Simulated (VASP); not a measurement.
# CuI (Marshite): single point with r2SCAN

CuI (Marshite):

```
CELL_PARAMETERS angstrom
0.00000 3.01169 3.01169
3.01169 0.00000 3.01169
3.01169 3.01169 0.00000
ATOMIC_POSITIONS crystal
Cu 0.75000 0.75000 0.75000
I 0.00000 0.00000 0.00000
```

| Property | Result |
| --- | --- |
| Program | VASP 6.6.1 |
| Task | single point |
| Functional | r2SCAN |
| Potentials or basis | VASP PAW PBE potentials, release 64 (Cu, I) |
| Cutoff | 520 eV |
| k mesh | 14 × 14 × 14 |
| Occupations | fermi-dirac, width 0.1 eV |
| Spin | no spin polarisation |
| Dipole correction | no |
| Further INCAR settings | ALGO = Normal; EDIFF = 1e-07; NBANDS = 16 |

```json
{"Pressure": "0.0 GPa", "Band gap on the k mesh": "1.67 eV, direct"}
```

Levels at points of the mesh, in eV from the valence-band top:
```csv
k point,band 7,band 8,band 9,band 10,band 11,band 12
"(0.00, 0.00, 0.00)",0.00,0.00,0.00,1.67,5.22,5.22
"(0.50, 0.00, 0.00)",-1.85,-0.74,-0.74,2.57,5.73,5.73
"(0.50, 0.50, 0.00)",-1.82,-1.57,-1.57,2.90,3.17,9.94
```

It took 11 min on 1 thread of Oxide Virtual Turin-like Processor, on a shared host, peak memory 0.22 GiB.

Caveat: the PAW data sets were made with another functional, which shifts forces and pressure a little; spin-orbit coupling is left out, which moves the levels of the heavy elements. A k mesh can miss the band edges.
